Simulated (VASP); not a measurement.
# Ti in VASP: a series of runs

The runs below take Ti through single point, with r2SCAN.

Program: VASP 6.6.1. These are calculated values, not measurements. Logs are shortened: lines on timing, memory, paths and dates and some standing lists are left out, and cuts for length are marked.

## Step 1: The cell of the first run

Symmetry: Im-3m, No. 229, cubic system. The conventional cell has a = 3.252 Å, b = 3.252 Å, c = 3.252 Å, α = 90.00°, β = 90.00°, γ = 90.00°. Within 3.7 Å of Ti (site symmetry m-3m) lie 14 Ti at 2.82 to 3.25 Å.

This isn't the form of Ti at room conditions, which is hcp.

## Step 2: Single point, r2SCAN

The input, POSCAR:

```
Ti
1.0
   -1.6258948707      1.6258948707      1.6258948707
    1.6258948707     -1.6258948707      1.6258948707
    1.6258948707      1.6258948707     -1.6258948707
Ti
1
Direct
    0.0000000000      0.0000000000      0.0000000000
```

The input, INCAR.step1:

```
SYSTEM = Ti
  PREC = Accurate
  ENCUT = 520
  ISMEAR = 0
  SIGMA = 0.15
  LREAL = .FALSE.
  LASPH = .TRUE.
  NELM = 80
  NBANDS = 12
  GGA = PE
  ALGO = Normal
  EDIFF = 1E-4
  LWAVE = .TRUE.
  LCHARG = .FALSE.
```

The input, INCAR.step2:

```
SYSTEM = Ti
  PREC = Accurate
  ENCUT = 520
  EDIFF = 1E-7
  ISMEAR = 0
  SIGMA = 0.15
  LREAL = .FALSE.
  LASPH = .TRUE.
  NELM = 80
  ALGO = Normal
  ISIF = 2
  LWAVE = .FALSE.
  LCHARG = .FALSE.
  METAGGA = R2SCAN
  LMIXTAU = .TRUE.
  NBANDS = 12
  ISTART = 1
```

The input, KPOINTS:

```
Automatic mesh
0
G
  26 26 26
  0 0 0
```

Potentials or basis: VASP PAW PBE potentials, release 64 (Ti_sv).

Command:

```bash
$ cat potpaw_PBE.64/Ti_sv/POTCAR > POTCAR
$ cp INCAR.step1 INCAR
$ mpirun -np 1 vasp_std > vasp.out
$ cp INCAR.step2 INCAR
$ mpirun -np 1 vasp_std > vasp.out
```

OUTCAR:

```text
SYSTEM = Ti
   PREC = Accurate
   ENCUT = 520
   EDIFF = 1E-7
   ISMEAR = 0
   LREAL = .FALSE.
   LASPH = .TRUE.
   NELM = 80
   ISIF = 2
   METAGGA = R2SCAN
   ISTART = 1

 ion  position               nearest neighbor table
   1  0.000  0.000  0.000-

  LATTYP: Found a body centered cubic cell.
 ALAT       =     3.2517897414

  Lattice vectors:

 A1 = (  -1.6258948707,   1.6258948707,   1.6258948707)
 A2 = (   1.6258948707,  -1.6258948707,   1.6258948707)
 A3 = (   1.6258948707,   1.6258948707,  -1.6258948707)

Analysis of symmetry for initial positions (statically):
=====================================================================
 Subroutine PRICEL returns:
 Original cell was already a primitive cell.

 Routine SETGRP: Setting up the symmetry group for a
 body centered cubic supercell.

 Subroutine GETGRP returns: Found 48 space group operations
 (whereof 48 operations were pure point group operations)
 out of a pool of 48 trial point group operations.

The static configuration has the point symmetry O_h .

Analysis of symmetry for dynamics (positions and initial velocities):
=====================================================================
 Subroutine PRICEL returns:
 Original cell was already a primitive cell.

 Routine SETGRP: Setting up the symmetry group for a
 body centered cubic supercell.

 Subroutine GETGRP returns: Found 48 space group operations
 (whereof 48 operations were pure point group operations)
 out of a pool of 48 trial point group operations.

The dynamic configuration has the point symmetry O_h .

 Subroutine INISYM returns: Found 48 space group operations
 (whereof 48 operations are pure point group operations),
 and found     1 'primitive' translations

----------------------------------------------------------------------------------------

                                     Primitive cell

  volume of cell :      17.1924

  direct lattice vectors                    reciprocal lattice vectors
    -1.625894871  1.625894871  1.625894871     0.000000000  0.307522958  0.307522958
     1.625894871 -1.625894871  1.625894871     0.307522958  0.000000000  0.307522958
     1.625894871  1.625894871 -1.625894871     0.307522958  0.307522958  0.000000000

  length of vectors
     2.816132524  2.816132524  2.816132524     0.434903138  0.434903138  0.434903138

  position of ions in fractional coordinates (direct lattice)
     0.000000000  0.000000000  0.000000000

  ion indices of the primitive-cell ions
   primitive index   ion index
                 1           1

----------------------------------------------------------------------------------------

 KPOINTS: Automatic mesh

Automatic generation of k-mesh.
 Grid dimensions read from file:
 generate k-points for:   26   26   26

 Generating k-lattice:

  Cartesian coordinates                     Fractional coordinates (reciprocal lattice)
     0.000000000  0.011827806  0.011827806     0.038461538  0.000000000  0.000000000
     0.011827806  0.000000000  0.011827806     0.000000000  0.038461538  0.000000000
     0.011827806  0.011827806  0.000000000     0.000000000  0.000000000  0.038461538

  Length of vectors
     0.016727044  0.016727044  0.016727044

  Shift w.r.t. Gamma in fractional coordinates (k-lattice)
     0.000000000  0.000000000  0.000000000

 Subroutine IBZKPT returns following result:
 ===========================================

 Found    511 irreducible k-points:

 Following reciprocal coordinates:
            Coordinates               Weight
  0.000000  0.000000  0.000000      1.000000
  0.038462  0.000000  0.000000     12.000000
  0.076923  0.000000  0.000000     12.000000
  0.115385  0.000000  0.000000     12.000000
  0.153846  0.000000  0.000000     12.000000
  0.192308  0.000000  0.000000     12.000000
[... 16 lines left out ...]
  0.346154  0.038462  0.000000     48.000000
  0.384615  0.038462 -0.000000     48.000000
 [... further k-points ...]
   k-points           NKPTS =    511   k-points in BZ     NKDIM =    511   number of bands    NBANDS=     12
[... 41 lines left out ...]
  ---------------------------------------------------
  ext. energy  EPLUGINS =         0.00000000
  ---------------------------------------------------
  free energy    TOTEN  =       -12.82581432 eV

  energy without entropy =      -12.80114890  energy(sigma->0) =      -12.81348161

 E-fermi :   8.2281     XC(G=0): -12.4516

 val. band max:        8.2262977463   @ k =   0.3077   0.1154   0.0769
 cond. band min:       8.2290139901   @ k =  -0.3846  -0.4615   0.0769
 fundamental gap:      0.0027162437
 Fermi energy:         8.2280621700

 k-point     1 :       0.0000    0.0000    0.0000
  band No.  band energies     occupation
      1     -50.6596      2.00000
      2     -25.4512      2.00000
      3     -25.4512      2.00000
      4     -25.4511      2.00000
      5       1.8679      2.00000
      6       9.3810      0.00000
      7       9.3810      0.00000
      8       9.3810      0.00000
      9      11.1833      0.00000
     10      11.1833      0.00000
     11      26.3908      0.00000
     12      26.3908      0.00000

 k-point     2 :       0.0385    0.0000    0.0000
  band No.  band energies     occupation
      1     -50.6575      2.00000
      2     -25.4621      2.00000
      3     -25.4544      2.00000
      4     -25.4513      2.00000
      5       1.9214      2.00000
      6       9.3556      0.00000
      7       9.3739      0.00000
      8       9.4194      0.00000
      9      11.1523      0.00000
     10      11.1846      0.00000
     11      26.3052      0.00000
     12      26.3878      0.00000

 k-point     3 :       0.0769    0.0000    0.0000
  band No.  band energies     occupation
      1     -50.6514      2.00000
      2     -25.4941      2.00000
      3     -25.4641      2.00000
      4     -25.4515      2.00000
      5       2.0797      2.00000
      6       9.2815      0.00000
      7       9.3475      0.00000
      8       9.5334      0.00000
      9      11.0705      0.00000
     10      11.1890      0.00000
     11      26.0436      0.00000
     12      26.3572      0.00000
[... 286 lines left out ...]
 k-point    23 :       0.3462    0.0385    0.0000
  band No.  band energies     occupation
      1     -50.5403      2.00000
      2     -26.0518      2.00000
      3     -25.6381      2.00000
      4     -25.4602      2.00000
      5       5.2213      2.00000
      6       8.1078      1.74296
      7       8.5521      0.00225
      8      11.0896      0.00000
      9      11.4675      0.00000
     10      12.0840      0.00000
     11      19.4613      0.00000
     12      22.9801      0.00000

 k-point    24 :       0.3846    0.0385   -0.0000
  band No.  band energies     occupation
      1     -50.5288      2.00000
      2     -26.1065      2.00000
      3     -25.6561      2.00000
      4     -25.4608      2.00000
      5       5.4673      2.00000
      6       8.0026      1.96650
      7       8.7339      0.00000
      8      11.1483      0.00000
      9      11.5170      0.00000
     10      12.4200      0.00000
     11      18.5829      0.00000
     12      22.5972      0.00000

 [... further k-points ...]

------------------------ aborting loop because EDIFF is reached ----------------------------------------

  FORCE on cell =-STRESS in cart. coord.  units (eV):
  Direction    XX          YY          ZZ          XY          YZ          ZX
  --------------------------------------------------------------------------------------
  -------------------------------------------------------------------------------------
  Total        0.0601520      0.0601520      0.0601520      0.0000000      0.0000000     -0.0000000
  in kB        5.6056175      5.6056175      5.6056175      0.0000000      0.0000000     -0.0000000
  external PRESSURE =       5.6056175 kB  Pullay stress =       0.0000000 kB

 VOLUME and BASIS-vectors are now :
 -----------------------------------------------------------------------------
  energy-cutoff  :      520.00
  volume of cell :       17.19
      direct lattice vectors                 reciprocal lattice vectors
    -1.625894871  1.625894871  1.625894871     0.000000000  0.307522958  0.307522958
     1.625894871 -1.625894871  1.625894871     0.307522958  0.000000000  0.307522958
     1.625894871  1.625894871 -1.625894871     0.307522958  0.307522958  0.000000000

 POSITION                                       TOTAL-FORCE (eV/Angst)
 -----------------------------------------------------------------------------------
      0.00000      0.00000      0.00000         0.000000      0.000000     -0.000000
 -----------------------------------------------------------------------------------
    total drift:                               -0.000000      0.000000      0.000000

  FREE ENERGIE OF THE ION-ELECTRON SYSTEM (eV)
  ---------------------------------------------------
  free  energy   TOTEN  =       -12.8258143160 eV

  energy  without entropy=      -12.8011489024  energy(sigma->0) =      -12.81348161
```

Wall time 2.6 min (1 thread of Intel Xeon 6975P-C (Granite Rapids), shared host); peak memory 0.22 GiB.

Results:

- Free energy: -12.8258 eV
- Pressure: 0.6 GPa
- Band gap on the k mesh: zero (bands 6 and 7 overlap by 1.86 eV)

Caveat: the PAW data sets were made with another functional, which shifts forces and pressure a little.

## Step 3: Single point, r2SCAN

This run uses another cell than the first one: it holds 2 atoms, not 1.

The input, POSCAR:

```
Ti
1.0
    0.0000000000     -3.2517897414      0.0000000000
   -3.2517897414      0.0000000000      0.0000000000
    0.0000000000      0.0000000000     -3.2517897414
Ti
2
Direct
    0.5000000000      0.5000000000      0.5000000000
    0.0000000000      0.0000000000      0.0000000000
```

The input, INCAR.step1:

```
PREC     = Accurate       # precision mode
ENCUT    = 520            # plane-wave cutoff, eV
ISMEAR   = 0              # smearing method
SIGMA    = 0.15           # smearing width, eV
LREAL    = F              # projectors in reciprocal space
LASPH    = T              # aspherical terms in the spheres
NELM     = 100            # most SCF steps
NBANDS   = 19             # bands
GGA      = PE             # functional
ALGO     = Normal         # electronic algorithm
EDIFF    = 1E-4           # SCF threshold, eV
LWAVE    = T              # write WAVECAR
LCHARG   = F              # write CHGCAR
```

The input, INCAR.step2:

```
PREC     = Accurate       # precision mode
ENCUT    = 520            # plane-wave cutoff, eV
EDIFF    = 1E-7           # SCF threshold, eV
ISMEAR   = 0              # smearing method
SIGMA    = 0.15           # smearing width, eV
LREAL    = F              # projectors in reciprocal space
LASPH    = T              # aspherical terms in the spheres
NELM     = 100            # most SCF steps
ALGO     = Normal         # electronic algorithm
ISIF     = 2              # what is computed and relaxed
LWAVE    = F              # write WAVECAR
LCHARG   = F              # write CHGCAR
METAGGA  = R2SCAN         # meta-GGA
LMIXTAU  = T            
NBANDS   = 19             # bands
ISTART   = 1
```

The input, KPOINTS:

```
Automatic mesh
0
Gamma
  18 18 18
```

Potentials or basis: VASP PAW PBE potentials, release 64 (Ti_sv).

Command:

```bash
$ cat potpaw_PBE.64/Ti_sv/POTCAR > POTCAR
$ cp INCAR.step1 INCAR
$ mpirun -np 1 vasp_std > vasp.out
$ cp INCAR.step2 INCAR
$ mpirun -np 1 vasp_std > vasp.out
```

Run time: 1.9 min. Hardware: 1 thread of Intel Xeon 6975P-C (Granite Rapids), shared host; peak memory 0.22 GiB.

It converged, with:

| Item | Value |
| --- | --- |
| Free energy | -25.6516 eV |
| Pressure | 0.5 GPa |
| Band gap on the k mesh | zero (bands 12 and 13 overlap by 1.83 eV) |

Levels at points of the mesh, in eV from the Fermi level:
```tsv
k point	band 9	band 10	band 11	band 12	band 13	band 14	band 15	band 16
(0.00, 0.00, 0.00)	-6.36	-2.30	-2.30	1.15	1.15	1.15	2.95	2.95
(0.50, 0.00, 0.00)	-2.90	-2.90	0.02	0.02	1.43	1.43	1.43	1.43
(0.50, 0.50, 0.00)	-2.60	-2.60	-0.34	-0.34	0.99	0.99	2.97	2.97
(0.50, 0.50, 0.50)	-0.67	-0.67	-0.67	-0.67	-0.67	-0.67	3.39	3.39
```

Caveat: the PAW data sets were made with another functional, which shifts forces and pressure a little.

## Step 4: Single point, r2SCAN

The input, POSCAR:

```
Ti
1.0
    2.8161325264      0.0000000000      0.0000000000
   -0.9387108421      2.6550752082      0.0000000000
    0.9387108421      1.3275376041      2.2993625793
Ti
1
Direct
    0.0000000000      0.0000000000      0.0000000000
```

The input, INCAR.step1:

```
ALGO = Normal
EDIFF = 1E-4
ENCUT = 520
GGA = PE
ISMEAR = 0
ISYM = 0
LASPH = True
LCHARG = False
LREAL = False
LWAVE = True
NBANDS = 12
NELM = 60
PREC = Accurate
SIGMA = 0.1
```

The input, INCAR.step2:

```
ALGO = Normal
EDIFF = 1E-6
ENCUT = 520
ISIF = 2
ISMEAR = 0
ISTART = 1
ISYM = 0
LASPH = True
LCHARG = False
LMIXTAU = True
LREAL = False
LWAVE = False
METAGGA = R2SCAN
NBANDS = 12
NELM = 60
PREC = Accurate
SIGMA = 0.1
```

The input, KPOINTS:

```
k-points
0
Gamma
  13 13 15
```

Command:

```bash
$ cat potpaw_PBE.64/Ti_sv/POTCAR > POTCAR
$ cp INCAR.step1 INCAR
$ mpirun -np 1 vasp_std > vasp.out
$ cp INCAR.step2 INCAR
$ mpirun -np 1 vasp_std > vasp.out
```

Wall time 6.8 min (1 thread of Intel Xeon Platinum 8488C (Sapphire Rapids), shared host); peak memory 0.36 GiB.

The run converged. Its results:

```
Free energy            : -12.8190 eV
Pressure               : 0.3 GPa
Band gap on the k mesh : zero (bands 6 and 7 overlap by 1.80 eV)
```

Levels at points of the mesh, in eV from the Fermi level:
| k point | band 4 | band 5 | band 6 | band 7 | band 8 | band 9 |
| --- | --- | --- | --- | --- | --- | --- |
| (0.00, 0.00, 0.00) | -33.67 | -6.36 | 1.16 | 1.16 | 1.16 | 2.96 |

Caveat: the PAW data sets were made with another functional, which shifts forces and pressure a little.

## Step 5: Single point, r2SCAN

This run uses another cell than the first one: it holds 2 atoms, not 1.

The input, POSCAR:

```
Ti
1.0
    3.2517897461      0.0000000000      0.0000000000
    0.0000000000      3.2517897461      0.0000000000
    0.0000000000      0.0000000000      3.2517897461
Ti
2
Direct
    0.0000000000      0.0000000000      0.0000000000
    0.5000000000      0.5000000000      0.5000000000
```

The input, INCAR.step1:

```
SYSTEM = Ti
PREC = Accurate
ENCUT = 520
ISMEAR = 0
SIGMA = 0.1
LREAL = .False.
LASPH = .True.
NELM = 80
NBANDS = 19
GGA = PE
ALGO = Normal
EDIFF = 1E-4
LWAVE = .True.
LCHARG = .False.
```

The input, INCAR.step2:

```
SYSTEM = Ti
PREC = Accurate
ENCUT = 520
EDIFF = 1E-7
ISMEAR = 0
SIGMA = 0.1
LREAL = .False.
LASPH = .True.
NELM = 80
ALGO = Normal
ISIF = 2
LWAVE = .False.
LCHARG = .False.
METAGGA = R2SCAN
LMIXTAU = .True.
NBANDS = 19
ISTART = 1
```

The input, KPOINTS:

```
Automatic mesh
0
Gamma
  16 16 16
  0 0 0
```

Command:

```bash
$ cat potpaw_PBE.64/Ti_sv/POTCAR > POTCAR
$ cp INCAR.step1 INCAR
$ mpirun -np 1 vasp_std > vasp.out
$ cp INCAR.step2 INCAR
$ mpirun -np 1 vasp_std > vasp.out
```

It took 2.4 min on 1 thread of Intel Xeon Platinum 8488C (Sapphire Rapids), shared host; peak memory 0.2 GiB.

It converged, with:

```yaml
Free_energy: -25.6378 eV
Pressure: 0.4 GPa
Band_gap_on_the_k_mesh: zero (bands 12 and 13 overlap by 1.83 eV)
```

Levels at points of the mesh, in eV from the Fermi level:
```csv
k point,band 10,band 11,band 12,band 13,band 14,band 15
"(0.00, 0.00, 0.00)",-2.30,-2.30,1.15,1.15,1.15,2.95
"(0.50, 0.00, 0.00)",-2.90,0.02,0.02,1.43,1.43,1.43
"(0.50, 0.50, 0.00)",-2.60,-0.34,-0.34,0.99,0.99,2.97
"(0.50, 0.50, 0.50)",-0.67,-0.67,-0.67,-0.67,-0.67,3.39
```

Caveat: the PAW data sets were made with another functional, which shifts forces and pressure a little.

## Step 6: Single point, r2SCAN (uniaxial strain along c: -3.0 %)

The input, POSCAR:

```
Ti
1.0
    3.2761781692      0.0000000000      0.0000000000
    0.0000000000      3.2761781692      0.0000000000
    0.0000000000      0.0000000000      3.1542360537
Ti
2
Direct
    0.0000000000      0.0000000000      0.0000000000
    0.5000000000      0.5000000000      0.5000000000
```

The input, INCAR.step1:

```
ALGO = Normal ; EDIFF = 1E-4
ENCUT = 520 ; GGA = PE
ISMEAR = 0 ; LASPH = True
LCHARG = False ; LREAL = False
LWAVE = True ; NBANDS = 19
NELM = 100 ; PREC = Accurate
SIGMA = 0.1
```

The input, INCAR.step2:

```
ALGO = Normal ; EDIFF = 1E-6
ENCUT = 520 ; ISIF = 2
ISMEAR = 0 ; ISTART = 1
LASPH = True ; LCHARG = True
LELF = True ; LMIXTAU = True
LREAL = False ; LVHAR = True
LWAVE = False ; METAGGA = R2SCAN
NBANDS = 19 ; NELM = 100
PREC = Accurate ; SIGMA = 0.1
```

The input, KPOINTS:

```
k-points
0
Gamma
  16 16 16
```

Potentials or basis: VASP PAW PBE potentials, release 64 (Ti_sv).

Command:

```bash
$ cat potpaw_PBE.64/Ti_sv/POTCAR > POTCAR
$ cp INCAR.step1 INCAR
$ mpirun -np 1 vasp_std > vasp.out
$ cp INCAR.step2 INCAR
$ mpirun -np 1 vasp_std > vasp.out
```

It took 5 min on 1 thread of Intel Xeon Platinum 8488C (Sapphire Rapids), shared host; peak memory 0.31 GiB.

It converged, with:

```
Free energy            : -25.6373 eV
Pressure               : 2.3 GPa
Band gap on the k mesh : zero (bands 12 and 13 overlap by 1.81 eV)
```

Stress tensor (GPa, compression positive):
```
2.82 0.00 0.00
0.00 2.82 0.00
0.00 0.00 1.18
```

Levels at points of the mesh, in eV from the Fermi level:
```csv
k point,band 9,band 10,band 11,band 12,band 13,band 14,band 15,band 16
"(0.00, 0.00, 0.00)",-6.40,-2.41,-2.32,0.96,1.28,1.28,2.80,3.17
"(0.50, 0.00, 0.00)",-2.98,-2.98,-0.05,-0.05,1.36,1.36,1.64,1.64
"(0.50, 0.50, 0.00)",-2.66,-2.66,-0.11,-0.11,0.85,0.85,2.77,2.77
"(0.00, 0.00, 0.50)",-2.76,-2.76,0.08,0.08,1.32,1.32,1.32,1.32
"(0.50, 0.00, 0.50)",-2.65,-2.65,-0.48,-0.48,1.14,1.14,3.06,3.06
"(0.50, 0.50, 0.50)",-0.73,-0.73,-0.73,-0.73,-0.59,-0.59,3.38,3.38
```

Caveat: the cell differs from its parent crystal (uniaxial strain along c: -3.0 %); the PAW data sets were made with another functional, which shifts forces and pressure a little.

## Step 7: The runs side by side

| cell | k mesh | smearing | gap on the mesh (eV) | pressure (GPa) |
| --- | --- | --- | --- | --- |
| a = 2.816 Å, angles 109.5°, 1 atom, atomic positions A | 26 × 26 × 26 | gaussian 0.15 eV | none | 0.6 |
| a = 3.252 Å, 2 atoms, atomic positions B | 18 × 18 × 18 | gaussian 0.15 eV | none | 0.5 |
| a = 2.816 Å, angles 70.5, 70.5, 109.5°, 1 atom, atomic positions A | 13 × 13 × 15 | gaussian 0.1 eV | none | 0.3 |
| a = 3.252 Å, 2 atoms, atomic positions B | 16 × 16 × 16 | gaussian 0.1 eV | none | 0.4 |
| a = 3.276, b = 3.276, c = 3.154 Å, 2 atoms, atomic positions B | 16 × 16 × 16 | gaussian 0.1 eV | none | 2.3 |

Alike in all rows: task single point; level r2SCAN; potentials or basis VASP PAW PBE potentials, release 64 (Ti_sv); no spin polarisation; cutoff (eV) 520.

Caveats: the PAW data sets were made with another functional, which shifts forces and pressure a little.

Total energies depend on the potentials used, so only differences within one code and one set of settings carry meaning.
